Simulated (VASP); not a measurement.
Crystal: Sn3TeO2.

```
Sn Te O
1.0
     6.31248    0.00000    0.00000
    -3.15624    5.46677    0.00000
     0.00000    0.00000    4.11729
Sn Te O
3 1 2
Direct
  0.50000 0.50000 0.50000
  0.50000 0.00000 0.50000
  0.00000 0.50000 0.50000
  0.00000 0.00000 0.00000
  0.66667 0.33333 0.00000
  0.33333 0.66667 0.00000
```

The cell was generated, and may not be a known phase.

| Property | Result |
| --- | --- |
| Program | VASP 6.6.1 |
| Task | relaxation of cell and atoms |
| Functional | PBE |
| Potentials or basis | VASP PAW PBE potentials, release 64 (Sn_d, Te, O) |
| Cutoff | 600 eV |
| k mesh | 3 × 3 × 4 |
| Occupations | gaussian, width 0.1 eV |
| Spin | no spin polarisation |

At the start: pressure -7.1 GPa; volume 23.68 Å³/atom.

Task: Where does the relaxation end?

Result: Over 8 steps the energy falls by 345.5 meV/atom and the volume is 21.36 Å³/atom (-9.8 %); space group P6/mmm (No. 191, to 0.1 Å) before and after.

Step by step:
| step | energy change (eV) | largest force (eV/Å) | pressure (GPa) | volume (Å³) |
| --- | --- | --- | --- | --- |
| 1 | 0.0000 | 0.0000 | -7.14 | 142.08 |
| 2 | -1.7331 | 0.0000 | 3.17 | 120.52 |
| 3 | -1.7466 | 0.0000 | 4.36 | 119.08 |
| 4 | -2.0405 | 0.0000 | 0.73 | 125.87 |
| 5 | -2.0703 | 0.0000 | -0.54 | 128.80 |
| 6 | -2.0703 | 0.0000 | -0.62 | 128.99 |
| 7 | -2.0727 | 0.0000 | 0.06 | 127.86 |
| 8 | -2.0730 | 0.0000 | -0.12 | 128.16 |

Final structure:
```
Sn Te O
1.0
     6.67727    0.00000    0.00000
    -3.33864    5.78269    0.00000
     0.00000    0.00000    3.31906
Sn Te O
3 1 2
Direct
  0.50000 0.50000 0.50000
  0.50000 0.00000 0.50000
  0.00000 0.50000 0.50000
  0.00000 0.00000 0.00000
  0.66667 0.33333 0.00000
  0.33333 0.66667 0.00000
```

Caveat: the k points lie up to 0.47 Å⁻¹ apart in the final cell, too coarse for converged energies and pressures of a metal; a cell axis changed by over 15 % at a fixed basis, so the end point is rough.
